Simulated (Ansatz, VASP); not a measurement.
**MnO in VASP and in Ansatz**

INCAR

```
SYSTEM = MnO
PREC = Accurate ; ENCUT = 700
EDIFF = 1E-6 ; ISMEAR = -1
SIGMA = 0.05 ; LREAL = .False.
LASPH = .True. ; NELM = 200
ALGO = Normal ; ISIF = 2
LWAVE = .False. ; LCHARG = .False.
ISPIN = 2 ; MAGMOM = 4 0
LORBIT = 11 ; LMAXMIX = 4
LDAU = .True. ; LDAUTYPE = 2
LDAUL = 2 -1 ; LDAUU = 8 0
LDAUJ = 0 0 ; LDAUPRINT = 1
GGA = PE ; NBANDS = 22
GGA_COMPAT = .False.
```

Contents of KPOINTS:

```
Automatic mesh
0
Gamma
  10 10 10
  0 0 0
```

Contents of POSCAR:

```
MnO
1.0
    0.0000000000      2.2220003300      2.2220003300
    2.2220003300      0.0000000000      2.2220003300
    2.2220003300      2.2220003300      0.0000000000
Mn O
1 1
Direct
    0.0000000000      0.0000000000      0.0000000000
    0.5000000000      0.5000000000      0.5000000000
```

Contents of input.yaml:

```yaml
crystal:
  lattice:
    - [0.0, 2.22200033, 2.22200033]
    - [2.22200033, 0.0, 2.22200033]
    - [2.22200033, 2.22200033, 0.0]
  atoms:
    - { symbol: Mn, position: [0.0, 0.0, 0.0], spin: 4.0 }
    - { symbol: O, position: [0.5, 0.5, 0.5] }
hamiltonian:
  xc: pbe
  pseudopotentials: { kind: paw }
  hubbard: { sites: [{ species: Mn, l: d, u_eff: 8.0 }] }
magnetization:
  spin_polarized: true
kpoints:
  mp_grid: { grid: [10, 10, 10] }
scf:
  occupations: { method: fermi_dirac, width: 0.05 }
  n_extra_bands: 6
output:
  forces: true
  stress: true
  eigenvalues: true
  dos: { projected: true, de: 0.05, nscf_kmesh: { grid: [15, 15, 15] } }
```

Alike in both runs: functional PBE; k mesh 10 × 10 × 10; occupations fermi-dirac, width 0.05 eV; collinear spin; Hubbard terms Mn d U = 8.0 eV.

|  | VASP | Ansatz |
| --- | --- | --- |
| version | VASP 6.6.1 | Ansatz 0.2.0 |
| potentials or method | VASP PAW PBE potentials, release 64 (Mn_sv, O) | Ansatz PAW |
| plane-wave cutoff (eV) | 700 | 420 |
| valence electrons in the cell | 21 | 21 |
| task | single point | projected density of states |

```tsv
	VASP	Ansatz	Ansatz less VASP
gap on the k mesh at the Fermi level (eV)	1.03	0.65	-0.372
least direct gap on the mesh (eV)	2.79	2.52	-0.277
pressure (GPa)	8.0	14.2	+6.18
net moment per atom (μB)	2.50	2.50	0.000
size of the moment on the site where the two differ most (μB)	4.70	4.34	-0.360
```

Site moments also hang on the region over which each program counts them. The programs project onto different local orbitals, so the same U acts differently, and such runs can settle in different states.

Noted on Ansatz's run: the magnetic or orbital state may not be the lowest.
